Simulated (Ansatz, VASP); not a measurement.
Two plane-wave programs on ZrAg3

```
Zr Ag
1.0
     4.27264    0.00000    0.00000
     0.00000    4.27264    0.00000
     0.00000    0.00000    4.27264
Zr Ag
1 3
Direct
  0.00000 0.00000 0.00000
  0.00000 0.50000 0.50000
  0.50000 0.50000 0.00000
  0.50000 0.00000 0.50000
```

Alike in both runs: task single point; functional PBE; k mesh 8 × 8 × 8; occupations methfessel-paxton of order 1, width 0.01 eV; no spin polarisation.

|  | VASP | Ansatz |
| --- | --- | --- |
| version | VASP 6.6.1 | Ansatz 0.2.0 |
| potentials or method | VASP PAW PBE potentials, release 64 (Zr_sv, Ag), cutoff 520 eV | scalar-relativistic, plane waves, PAW |
| valence electrons in the cell | 45 | 69 |

```csv
,VASP,Ansatz,Ansatz less VASP
pressure (GPa),0.1,0.1,+0.03
```

The functional is the same, so the differences come from potentials, cutoffs and numerics. VASP's potentials hold 45 valence electrons a cell and Ansatz's 69, so a difference there can come from the potentials and not from the codes.
